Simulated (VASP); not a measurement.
# TaN (P6/mmm) in VASP: a series of runs, part 2 of 2

VASP 6.6.1. The steps go on from the part before.

### Step 3. Single point, PBEsol

This run uses another cell than the first one, of 10.86 Å³/atom.

Input file INCAR:

```
  PREC = Accurate
  ENCUT = 700
  EDIFF = 1E-6
  ISMEAR = -1
  SIGMA = 0.1
  LREAL = False
  LASPH = True
  NELM = 120
  ALGO = Normal
  ISIF = 2
  LWAVE = False
  LCHARG = False
  GGA = PS
  NBANDS = 36
  GGA_COMPAT = False
```

Input file KPOINTS:

```
Automatic mesh
0
Gamma
  5 5 8
```

Input file POSCAR:

```
TaN
1.0
    5.1208427511      0.0000000000      0.0000000000
   -2.5604213756      4.4347799102      0.0000000000
    0.0000000000      0.0000000000      2.8686978849
Ta N
3 3
Direct
    0.0000000000      0.0000000000      0.0000000000
    0.3333333333      0.6666666667      0.5000000000
    0.6666666667      0.3333333333      0.5000000000
    0.5000000000      0.0000000000      0.0000000000
    0.5000000000      0.5000000000      0.0000000000
    0.0000000000      0.5000000000      0.0000000000
```

Potentials or basis: VASP PAW PBE potentials, release 64 (Ta_sv_GW, N).

Command:

```bash
$ cat potpaw_PBE.64/Ta_sv_GW/POTCAR potpaw_PBE.64/N/POTCAR > POTCAR
$ mpirun -np 1 vasp_std > vasp.out
```

OUTCAR:

```text
PREC = Accurate
   ENCUT = 700
   EDIFF = 1E-6
   ISMEAR = -1
   LREAL = False
   LASPH = True
   NELM = 120
   ISIF = 2
   GGA = PS

 ion  position               nearest neighbor table
   1  0.000  0.000  0.000-   2 3.29   2 3.29   3 3.29   3 3.29   2 3.29   3 3.29   2 3.29   3 3.29
                             3 3.29   3 3.29   2 3.29   2 3.29
   2  0.333  0.667  0.500-   4 2.06   4 2.06   6 2.06   6 2.06   5 2.06   5 2.06   3 2.96   3 2.96
                             3 2.96   1 3.29   1 3.29   1 3.29   1 3.29   1 3.29   1 3.29
   3  0.667  0.333  0.500-   4 2.06   4 2.06   6 2.06   6 2.06   5 2.06   5 2.06   2 2.96   2 2.96
                             2 2.96   1 3.29   1 3.29   1 3.29   1 3.29   1 3.29   1 3.29
   4  0.500  0.000  0.000-   2 2.06   3 2.06   2 2.06   3 2.06
[... 1145 lines left out ...]
  Total        5.6982292      5.6982292      7.6796621     -0.0000000     -0.0000000      0.0000000
  in kB      140.1367923    140.1367922    188.8662544     -0.0000000     -0.0000000      0.0000000
  external PRESSURE =     156.3799463 kB  Pullay stress =       0.0000000 kB

 VOLUME and BASIS-vectors are now :
 -----------------------------------------------------------------------------
  energy-cutoff  :      700.00
  volume of cell :       65.15
      direct lattice vectors                 reciprocal lattice vectors
     5.120842751  0.000000000  0.000000000     0.195280357  0.112745167  0.000000000
    -2.560421376  4.434779910  0.000000000     0.000000000  0.225490333  0.000000000
     0.000000000  0.000000000  2.868697885     0.000000000  0.000000000  0.348590211

 POSITION                                       TOTAL-FORCE (eV/Angst)
 -----------------------------------------------------------------------------------
      0.00000      0.00000      0.00000         0.000000      0.000000      0.000000
     -0.00000      2.95652      1.43435        -0.000000      0.000000      0.000000
      2.56042      1.47826      1.43435         0.000000     -0.000000      0.000000
      2.56042      0.00000      0.00000         0.000000      0.000000      0.000000
      1.28021      2.21739      0.00000         0.000000      0.000000      0.000000
     -1.28021      2.21739      0.00000         0.000000      0.000000      0.000000
 -----------------------------------------------------------------------------------
    total drift:                               -0.000000      0.000000     -0.000000

  FREE ENERGIE OF THE ION-ELECTRON SYSTEM (eV)
  ---------------------------------------------------
  free  energy   TOTEN  =       -76.2359515265 eV

  energy  without entropy=      -76.2075050210  energy(sigma->0) =      -76.22172827
```

stdout:

```text
POSCAR found type information on POSCAR TaN
 POSCAR found :  2 types and       6 ions
 scaLAPACK will be used
 -----------------------------------------------------------------------------
|                                                                             |
|                                                                             |
|     You enforced a specific xc type in the INCAR file but a different       |
|     I HOPE YOU KNOW WHAT YOU ARE DOING!                                     |
|                                                                             |
 -----------------------------------------------------------------------------

 LDA part: xc-table for (Slater+PW92), standard interpolation
 POSCAR, INCAR and KPOINTS ok, starting setup
 FFT: planning ... GRIDC
 FFT: planning ... GRID_SOFT
 FFT: planning ... GRID
 WAVECAR not read
 entering main loop
```

Run time: 95 s. Hardware: 1 thread of Intel Xeon 6975P-C (Granite Rapids), shared host; peak memory 0.28 GiB.

Results:

```
Free energy            : -76.2360 eV
Pressure               : 15.6 GPa
Band gap on the k mesh : zero (bands 27 and 28 overlap by 2.29 eV)
```

Caveat: the cell stands under pressure; the PAW data sets were made with another functional, which shifts forces and pressure a little; spin-orbit coupling is left out, which moves the levels of the heavy elements.

### Step 4. Single point, PBEsol

This run uses another cell than the first one, of 11.08 Å³/atom.

Input file INCAR:

```
PREC     = Accurate       # precision mode
ENCUT    = 700            # plane-wave cutoff, eV
EDIFF    = 1E-6           # SCF threshold, eV
ISMEAR   = -1             # smearing method
SIGMA    = 0.1            # smearing width, eV
LREAL    = False          # projectors in reciprocal space
LASPH    = True           # aspherical terms in the spheres
NELM     = 120            # most SCF steps
ALGO     = Normal         # electronic algorithm
ISIF     = 2              # what is computed and relaxed
LWAVE    = False          # write WAVECAR
LCHARG   = False          # write CHGCAR
GGA      = PS             # functional
NBANDS   = 36             # bands
GGA_COMPAT= False
```

Input file KPOINTS:

```
regular mesh
0
Gamma
  5 5 8
```

Edit POSCAR of step 3 so:

```diff
@@ -2,5 +2,5 @@
 1.0
-    5.1208427511      0.0000000000      0.0000000000
-   -2.5604213756      4.4347799102      0.0000000000
-    0.0000000000      0.0000000000      2.8686978849
+    5.1561600241      0.0000000000      0.0000000000
+   -2.5780800120      4.4653655658      0.0000000000
+    0.0000000000      0.0000000000      2.8884826334
 Ta N
```

Command:

```bash
$ cat potpaw_PBE.64/Ta_sv_GW/POTCAR potpaw_PBE.64/N/POTCAR > POTCAR
$ mpirun -np 1 vasp_std > vasp.out
```

Run time: 3.4 min. Hardware: 1 thread of AMD EPYC 7R43 (Zen 3), shared host; peak memory 0.25 GiB.

It converged, with:

- Free energy: -76.3384 eV
- Pressure: 7.9 GPa
- Band gap on the k mesh: zero (bands 27 and 28 overlap by 2.22 eV)

Stress tensor (GPa, compression positive):
```
7.24 0.00 0.00
0.00 7.24 0.00
0.00 0.00 9.28
```

Levels at points of the mesh, in eV from the Fermi level:
```
           k point  band 25  band 26  band 27  band 28  band 29  band 30
(0.00, 0.00, 0.00)    -2.59    -2.15    -1.33    -1.33     0.80     0.80
(0.00, 0.00, 0.50)    -3.19    -2.00     0.89     0.89     1.50     1.80
```

Caveat: the cell stands under pressure; the PAW data sets were made with another functional, which shifts forces and pressure a little; spin-orbit coupling is left out, which moves the levels of the heavy elements.

### Step 5. Overview

| cell | gap on the mesh (eV) | pressure (GPa) |
| --- | --- | --- |
| a = 5.191, b = 5.191, c = 2.908 Å, angles 90.0, 90.0, 120.0°, 6 atoms | none | 1.0 |
| a = 5.121, b = 5.121, c = 2.869 Å, angles 90.0, 90.0, 120.0°, 6 atoms | none | 15.6 |
| a = 5.156, b = 5.156, c = 2.888 Å, angles 90.0, 90.0, 120.0°, 6 atoms | none | 7.9 |

Alike in all rows: task single point; level PBEsol; potentials or basis VASP PAW PBE potentials, release 64 (Ta_sv_GW, N); no spin polarisation; k mesh 5 × 5 × 8; cutoff (eV) 700; smearing fermi-dirac 0.1 eV.

Caveats: the PAW data sets were made with another functional, which shifts forces and pressure a little; spin-orbit coupling is left out, which moves the levels of the heavy elements; the cell stands under pressure (at least some runs).

Total energies depend on the potentials used, so only differences within one code and one set of settings carry meaning.
